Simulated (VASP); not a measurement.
Zr12NO, 14 atoms in the cell. The cell holds a slab with vacuum, 14 atoms: a = 6.460 Å, b = 6.460 Å, c = 17.145 Å, α = 90.00°, β = 90.00°, γ = 60.00°. 

- Program: VASP 6.6.1
- Task: single point
- Functional: PBE
- Dispersion: D3(BJ)
- Potentials or basis: VASP PAW PBE potentials, release 64 (Zr_sv, N, O)
- Cutoff: 520 eV
- k mesh: 4 × 4 × 1
- Occupations: gaussian, width 0.1 eV
- Spin: no spin polarisation
- Dipole correction: no
- Further INCAR settings: ALGO = Normal; EDIFF = 1e-07; NBANDS = 90

Potentials or basis: VASP PAW PBE potentials, release 64 (Zr_sv, N, O).

The run is started by

```bash
$ cat potpaw_PBE.64/Zr_sv/POTCAR potpaw_PBE.64/N/POTCAR potpaw_PBE.64/O/POTCAR > POTCAR
$ mpirun -np 1 vasp_std > vasp.out
```

Hardware: 1 thread of Intel(R) Xeon(R) Platinum 8488C (Sapphire Rapids), with other jobs on the host.

Estimate the wall time of this run.

It took 20 min on 1 thread of Intel(R) Xeon(R) Platinum 8488C (Sapphire Rapids), with other jobs on the host, peak memory 0.84 GiB. Counts: scf iterations 29, k points 10.
